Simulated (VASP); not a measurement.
# Ti in VASP: a series of runs

Aim: see how the results for Ti move with the level of theory and the settings. Levels: LDA, r2SCAN, PBE. Tasks: single point.

Program: VASP 6.6.1. These are calculated values, not measurements. Logs are shortened: lines on timing, memory, paths and dates and some standing lists are left out, and cuts for length are marked.

## Step 1: The cell of the first run

Symmetry: Fm-3m, No. 225, cubic system. Conventional cell: a = 4.112 Å, b = 4.112 Å, c = 4.112 Å, α = 90.00°, β = 90.00°, γ = 90.00°. Ti (site symmetry m-3m) has 12 Ti at 2.91 Å within 3.8 Å.

## Step 2: Single point, LDA

Input file INCAR:

```
SYSTEM = Ti
  PREC = Accurate
  ENCUT = 520
  EDIFF = 1E-7
  ISMEAR = 0
  SIGMA = 0.1
  LREAL = .False.
  LASPH = .True.
  NELM = 80
  ALGO = Normal
  ISIF = 2
  LWAVE = .False.
  LCHARG = .False.
  NBANDS = 12
```

Input file KPOINTS:

```
Automatic mesh
0
Gamma
  18 18 18
  0 0 0
```

Input file POSCAR:

```
Ti
1.0
    0.0000000000      2.0560175227      2.0560175227
    2.0560175227      0.0000000000      2.0560175227
    2.0560175227      2.0560175227      0.0000000000
Ti
1
Direct
    0.0000000000      0.0000000000      0.0000000000
```

Potentials or basis: VASP PAW LDA potentials, release 64 (Ti_sv).

Run with:

```sh
> cat potpaw_LDA.64/Ti_sv/POTCAR > POTCAR
> mpirun -np 1 vasp_std > vasp.out
```

OUTCAR:

```text
SYSTEM = Ti
   PREC = Accurate
   ENCUT = 520
   EDIFF = 1E-7
   ISMEAR = 0
   LREAL = .False.
   LASPH = .True.
   NELM = 80
   ISIF = 2

 ion  position               nearest neighbor table
   1  0.000  0.000  0.000-

  LATTYP: Found a face centered cubic cell.
 ALAT       =     4.1120350454

  Lattice vectors:

 A1 = (   0.0000000000,   2.0560175227,   2.0560175227)
 A2 = (   2.0560175227,   0.0000000000,   2.0560175227)
 A3 = (   2.0560175227,   2.0560175227,   0.0000000000)

Analysis of symmetry for initial positions (statically):
=====================================================================
 Subroutine PRICEL returns:
 Original cell was already a primitive cell.

 Routine SETGRP: Setting up the symmetry group for a
 face centered cubic supercell.

 Subroutine GETGRP returns: Found 48 space group operations
 (whereof 48 operations were pure point group operations)
 out of a pool of 48 trial point group operations.

The static configuration has the point symmetry O_h .

Analysis of symmetry for dynamics (positions and initial velocities):
=====================================================================
 Subroutine PRICEL returns:
 Original cell was already a primitive cell.

 Routine SETGRP: Setting up the symmetry group for a
 face centered cubic supercell.

 Subroutine GETGRP returns: Found 48 space group operations
 (whereof 48 operations were pure point group operations)
 out of a pool of 48 trial point group operations.

The dynamic configuration has the point symmetry O_h .

 Subroutine INISYM returns: Found 48 space group operations
 (whereof 48 operations are pure point group operations),
 and found     1 'primitive' translations

----------------------------------------------------------------------------------------

                                     Primitive cell

  volume of cell :      17.3824

  direct lattice vectors                    reciprocal lattice vectors
     0.000000000  2.056017523  2.056017523    -0.243188589  0.243188589  0.243188589
     2.056017523  0.000000000  2.056017523     0.243188589 -0.243188589  0.243188589
     2.056017523  2.056017523  0.000000000     0.243188589  0.243188589 -0.243188589

  length of vectors
     2.907647865  2.907647865  2.907647865     0.421214992  0.421214992  0.421214992

  position of ions in fractional coordinates (direct lattice)
     0.000000000  0.000000000  0.000000000

  ion indices of the primitive-cell ions
   primitive index   ion index
                 1           1

----------------------------------------------------------------------------------------

 KPOINTS: Automatic mesh

Automatic generation of k-mesh.
 Grid dimensions read from file:
 generate k-points for:   18   18   18

 Generating k-lattice:

  Cartesian coordinates                     Fractional coordinates (reciprocal lattice)
    -0.013510477  0.013510477  0.013510477     0.055555556  0.000000000  0.000000000
     0.013510477 -0.013510477  0.013510477     0.000000000  0.055555556  0.000000000
     0.013510477  0.013510477 -0.013510477     0.000000000  0.000000000  0.055555556

  Length of vectors
     0.023400833  0.023400833  0.023400833

  Shift w.r.t. Gamma in fractional coordinates (k-lattice)
     0.000000000  0.000000000  0.000000000

 Subroutine IBZKPT returns following result:
 ===========================================

 Found    195 irreducible k-points:

 Following reciprocal coordinates:
            Coordinates               Weight
  0.000000  0.000000  0.000000      1.000000
  0.055556  0.000000  0.000000      8.000000
  0.111111  0.000000  0.000000      8.000000
  0.166667  0.000000  0.000000      8.000000
  0.222222  0.000000  0.000000      8.000000
  0.277778  0.000000  0.000000      8.000000
[... 16 lines left out ...]
 -0.277778  0.055556  0.000000     24.000000
 -0.222222  0.055556  0.000000     24.000000
 [... further k-points ...]
   k-points           NKPTS =    195   k-points in BZ     NKDIM =    195   number of bands    NBANDS=     12
   number of dos      NEDOS =    301   number of ions     NIONS =      1
   total plane-waves  NPLWV =  13824
   dimension x,y,z NGX =    24 NGY =   24 NGZ =   24
   dimension x,y,z NGXF=    48 NGYF=   48 NGZF=   48
   ions per type =               1
   NGX,Y,Z   is equivalent  to a cutoff of  13.72, 13.72, 13.72 a.u.
   NGXF,Y,Z  is equivalent  to a cutoff of  27.44, 27.44, 27.44 a.u.
 SYSTEM =  Ti
   PREC   = accura    normal or accurate (medium, high low for compatibility)
   ISTART =      0    job   : 0-new  1-cont  2-samecut
   ICHARG =      2    charge: 1-file 2-atom 10-const
   ISPIN  =      1    spin polarized calculation?
   LNONCOLLINEAR =      F non collinear calculations
   LSORBIT =      F    spin-orbit coupling
   LASPH  =      T    aspherical Exc in radial PAW
   ENCUT  =  520.0 eV  38.22 Ry    6.18 a.u.   5.41  5.41  5.41*2*pi/ulx,y,z
   NELM   =     80;   NELMIN=  2; NELMDL= -5     # of ELM steps
   EDIFF  = 0.1E-06   stopping-criterion for ELM
   LREAL  =      F    real-space projection
   EDIFFG = 0.1E-05   stopping-criterion for IOM
   NSW    =      0    number of steps for IOM
   IBRION =     -1    ionic relax: 0-MD 1-quasi-New 2-CG
   NFREE  =      0    steps in history (QN), initial steepest desc. (CG)
   ISIF   =      2    stress and relaxation
   ISYM   =      2    0-nonsym 1-usesym 2-fastsym
   POTIM  = 0.5000    time-step for ionic-motion
   TEBEG  =    0.0;   TEEND  =   0.0 temperature during run
   PSTRESS=    0.0 pullay stress
   NELECT =      12.0000    total number of electrons
   NUPDOWN=      -1.0000    fix difference up-down
   EMIN   =  10.00;   EMAX   =-10.00  energy-range for DOS
   EFERMI =   0.00;   METHOD = LEGACY
   ISMEAR =     0;   SIGMA  =   0.10  broadening in eV -4-tet -1-fermi 0-gaus
   EFERMI_NEDOS =   21; number of points for ismear=-14 and -15
   IALGO  =     38    algorithm
   IMIX   =      4    mixing-type and parameters
     AMIX     =   0.40;   BMIX     =  1.00
     AMIX_MAG =   1.60;   BMIX_MAG =  1.00
  volume/ion in A,a.u.               =      17.38       117.30
  Fermi-wavevector in a.u.,A,eV,Ry     =   1.446878  2.734202 28.483178  2.093455
  Thomas-Fermi vector in A             =   2.564896
   LORBIT       =      0    0 simple, 1 ext, 2 COOP (PROOUT), +10 PAW based schemes
   GGA     = CA    functional components
   LHFCALC =     F    Hartree Fock is set to
   AEXX    =    0.0000 exact exchange contribution
   IVDW    =     0    specifies the selected vdW correction
   LEPSILON=     F    determine dielectric tensor
   LRPA    =     F    only Hartree local field effects (RPA)
 non-spin polarized calculation
 Gauss-broadening in eV      SIGMA  =   0.10
  energy-cutoff  :      520.00
  volume of cell :       17.38
 maximum number of plane-waves:       489
 NGX is ok and might be reduce to    24
   NGX = 11   NGY = 11   NGZ = 11

 number of electron      12.0000002 magnetization

 Free energy of the ion-electron system (eV)
  ---------------------------------------------------
  ext. energy  EPLUGINS =         0.00000000
  ---------------------------------------------------
  free energy    TOTEN  =        -8.46350795 eV

  energy without entropy =       -8.45452319  energy(sigma->0) =       -8.45901557

 E-fermi :   7.9771     XC(G=0): -11.7804

 val. band max:        7.9756367448   @ k =  -0.3889   0.3889   0.1667
 cond. band min:       7.9819836357   @ k =   0.2778   0.1111   0.0556
 fundamental gap:      0.0063468909
 Fermi energy:         7.9770511503

 k-point     1 :       0.0000    0.0000    0.0000
  band No.  band energies     occupation
      1     -48.0448      2.00000
      2     -24.2752      2.00000
      3     -24.2752      2.00000
      4     -24.2752      2.00000
      5       1.9581      2.00000
      6       8.8189      0.00000
      7       8.8189      0.00000
      8       8.8189      0.00000
      9      10.4205      0.00000
     10      10.4205      0.00000
     11      23.3193      0.00000
     12      27.7008      0.00000

 k-point     2 :       0.0556    0.0000    0.0000
  band No.  band energies     occupation
      1     -48.0410      2.00000
      2     -24.2968      2.00000
      3     -24.2780      2.00000
      4     -24.2780      2.00000
      5       2.0584      2.00000
      6       8.7577      0.00000
      7       8.8556      0.00000
      8       8.8556      0.00000
      9      10.3969      0.00000
     10      10.3969      0.00000
     11      23.4020      0.00000
     12      26.8913      0.00000

 k-point     3 :       0.1111    0.0000    0.0000
  band No.  band energies     occupation
      1     -48.0300      2.00000
      2     -24.3586      2.00000
      3     -24.2857      2.00000
      4     -24.2857      2.00000
      5       2.3521      2.00000
      6       8.5909      0.00000
      7       8.9507      0.00000
      8       8.9507      0.00000
      9      10.3443      0.00000
     10      10.3443      0.00000
     11      23.5405      0.00000
     12      25.4407      0.00000
[... 286 lines left out ...]
 k-point    23 :      -0.2778    0.0556    0.0000
  band No.  band energies     occupation
      1     -47.9601      2.00000
      2     -24.7231      2.00000
      3     -24.3555      2.00000
      4     -24.3257      2.00000
      5       4.3617      2.00000
      6       7.9186      1.59169
      7       8.9379      0.00000
      8       9.0439      0.00000
      9      10.5147      0.00000
     10      11.0034      0.00000
     11      19.7187      0.00000
     12      23.6410      0.00000

 k-point    24 :      -0.2222    0.0556    0.0000
  band No.  band energies     occupation
      1     -47.9820      2.00000
      2     -24.6082      2.00000
      3     -24.3396      2.00000
      4     -24.3100      2.00000
      5       3.7088      2.00000
      6       8.0270      0.47953
      7       9.0444      0.00000
      8       9.1426      0.00000
      9      10.2379      0.00000
     10      10.7193      0.00000
     11      21.2444      0.00000
     12      24.0059      0.00000

 [... further k-points ...]

------------------------ aborting loop because EDIFF is reached ----------------------------------------

  FORCE on cell =-STRESS in cart. coord.  units (eV):
  Direction    XX          YY          ZZ          XY          YZ          ZX
  --------------------------------------------------------------------------------------
  -------------------------------------------------------------------------------------
  Total       -0.9507409     -0.9507409     -0.9507409     -0.0000000     -0.0000000     -0.0000000
  in kB      -87.6319193    -87.6319193    -87.6319193     -0.0000000     -0.0000000     -0.0000000
  external PRESSURE =     -87.6319193 kB  Pullay stress =       0.0000000 kB

 VOLUME and BASIS-vectors are now :
 -----------------------------------------------------------------------------
  energy-cutoff  :      520.00
  volume of cell :       17.38
      direct lattice vectors                 reciprocal lattice vectors
     0.000000000  2.056017523  2.056017523    -0.243188589  0.243188589  0.243188589
     2.056017523  0.000000000  2.056017523     0.243188589 -0.243188589  0.243188589
     2.056017523  2.056017523  0.000000000     0.243188589  0.243188589 -0.243188589

 POSITION                                       TOTAL-FORCE (eV/Angst)
 -----------------------------------------------------------------------------------
      0.00000      0.00000      0.00000         0.000000      0.000000      0.000000
 -----------------------------------------------------------------------------------
    total drift:                                0.000000      0.000000     -0.000000

  FREE ENERGIE OF THE ION-ELECTRON SYSTEM (eV)
  ---------------------------------------------------
  free  energy   TOTEN  =        -8.4635079461 eV

  energy  without entropy=       -8.4545231930  energy(sigma->0) =       -8.45901557
```

Run time: 46 s. Hardware: 1 thread of Intel Xeon 8259CL, shared host; peak memory 0.16 GiB.

What came out:

```yaml
Free_energy: -8.4635 eV
Pressure: -8.8 GPa
Band_gap_on_the_k_mesh: zero (band 6 reaches 8.82 eV, above the bottom of band 7 at 7.54 eV)
```

[end of part 1 of 2]
